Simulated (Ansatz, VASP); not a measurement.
One calculation of CrO2, two programs

The input INCAR:

```
SYSTEM = CrO2
  PREC = Accurate
  ENCUT = 520
  EDIFF = 1E-6
  ISMEAR = 0
  SIGMA = 0.05
  LREAL = .FALSE.
  LASPH = .TRUE.
  NELM = 150
  ALGO = Normal
  ISIF = 2
  LWAVE = .FALSE.
  LCHARG = .FALSE.
  ISPIN = 2
  MAGMOM = 2.16 -2.16 0.03 -0.03 0.03 -0.03
  LORBIT = 11
  LMAXMIX = 4
  LDAU = .TRUE.
  LDAUTYPE = 2
  LDAUL = 2 -1
  LDAUU = 6 0
  LDAUJ = 0 0
  LDAUPRINT = 1
  NBANDS = 37
```

The input KPOINTS:

```
Automatic mesh
0
G
  4 4 6
  0 0 0
```

POSCAR

```
CrO2
1.0
    4.4210008300      0.0000000000      0.0000000000
    0.0000000000      4.4210008300      0.0000000000
    0.0000000000      0.0000000000      2.9170005500
Cr O
2 4
Direct
    0.0000000000      0.0000000000      0.0000000000
    0.5000000000      0.5000000000      0.5000000000
    0.3010000000      0.3010000000      0.0000000000
    0.1990000000      0.8010000000      0.5000000000
    0.6990000000      0.6990000000      0.0000000000
    0.8010000000      0.1990000000      0.5000000000
```

Input for Ansatz:

```yaml
crystal:
  lattice:
    - [4.42100083, 0.0, 0.0]
    - [0.0, 4.42100083, 0.0]
    - [0.0, 0.0, 2.91700055]
  atoms:
    - { symbol: Cr, position: [0.0, 0.0, 0.0], spin: 2.0 }
    - { symbol: Cr, position: [0.5, 0.5, 0.5], spin: -2.0 }
    - { symbol: O, position: [0.301, 0.301, 0.0] }
    - { symbol: O, position: [0.199, 0.801, 0.5] }
    - { symbol: O, position: [0.699, 0.699, 0.0] }
    - { symbol: O, position: [0.801, 0.199, 0.5] }
basis:
  ecutwfc: 420
  ecutrho_ratio: 4
kpoints:
  mp_grid: { grid: [4, 4, 6] }
hamiltonian:
  xc: lda
  hubbard:
    sites:
      - { site: 0, l: d, u_eff: 6.0, starting_ns: [{ spin: up, occupation_matrix: s0up }, { spin: down, occupation_matrix: s0down }] }
      - { site: 1, l: d, u_eff: 6.0, starting_ns: [{ spin: up, occupation_matrix: s1up }, { spin: down, occupation_matrix: s1down }] }
    occupation_matrices:
      s0up:
        matrix:
          - [0.97, 0.0, 0.0, 0.0, 0.0]
          - [0.0, 0.97, 0.0, 0.0, 0.0]
          - [0.0, 0.0, 0.02, 0.0, 0.0]
          - [0.0, 0.0, 0.0, 0.02, 0.0]
          - [0.0, 0.0, 0.0, 0.0, 0.02]
      s0down:
        matrix:
          - [0.02, 0.0, 0.0, 0.0, 0.0]
          - [0.0, 0.02, 0.0, 0.0, 0.0]
          - [0.0, 0.0, 0.02, 0.0, 0.0]
          - [0.0, 0.0, 0.0, 0.02, 0.0]
          - [0.0, 0.0, 0.0, 0.0, 0.02]
      s1up:
        matrix:
          - [0.02, 0.0, 0.0, 0.0, 0.0]
          - [0.0, 0.02, 0.0, 0.0, 0.0]
          - [0.0, 0.0, 0.02, 0.0, 0.0]
          - [0.0, 0.0, 0.0, 0.02, 0.0]
          - [0.0, 0.0, 0.0, 0.0, 0.02]
      s1down:
        matrix:
          - [0.97, 0.0, 0.0, 0.0, 0.0]
          - [0.0, 0.97, 0.0, 0.0, 0.0]
          - [0.0, 0.0, 0.02, 0.0, 0.0]
          - [0.0, 0.0, 0.0, 0.02, 0.0]
          - [0.0, 0.0, 0.0, 0.0, 0.02]
    ns_hold: { iters: 12 }
scf:
  occupations: { method: gaussian, width: 0.05 }
  lower_state_search: "off"
  max_iter: 150
output:
  forces: true
  stress: true
  eigenvalues: true
  populations: true
  hubbard: { sites: [{ site: 0, l: d }, { site: 1, l: d }] }
  write_density: true
  write_potential: true
  elf: true
  volumetric_format: npy
magnetization:
  spin_polarized: true
```

Alike in both runs: task single point; functional LDA; k mesh 4 × 4 × 6; occupations gaussian, width 0.05 eV; collinear spin; Hubbard terms Cr d U = 6.0 eV.

|  | VASP | Ansatz |
| --- | --- | --- |
| version | VASP 6.6.1 | Ansatz 0.2.0 |
| potentials or method | VASP PAW LDA potentials, release 64 (Cr_pv, O), cutoff 520 eV | scalar-relativistic, plane waves, PAW |
| valence electrons in the cell | 48 | 52 |

|  | VASP | Ansatz | Ansatz less VASP |
| --- | --- | --- | --- |
| pressure (GPa) | -2.0 | -2.7 | -0.73 |
| traceless stress, the component that is largest in VASP (GPa) | 2.91 | 1.27 | -1.634 |
| rms of the force components (eV/Å) | 0.088 | 0.005 | -0.0833 |
| net moment per atom (μB) | 0.00 | 0.00 | 0.000 |
| size of the moment on the site where the two differ most (μB) | 2.11 | 1.96 | -0.151 |

LDA's correlation is that of Perdew and Zunger in VASP and of Perdew and Wang (1992) in Ansatz. Site moments also hang on the region over which each program counts them. The programs project onto different local orbitals, so the same U acts differently, and such runs can settle in different states. Atom by atom the forces differ by 0.093 eV/Å (rms over components). VASP's potentials hold 48 valence electrons a cell and Ansatz's 52, so a difference there can come from the potentials and not from the codes. Ansatz's warnings: filled band counts differ across k points, specified occupation not kept, symmetry narrowed by occupation matrices.
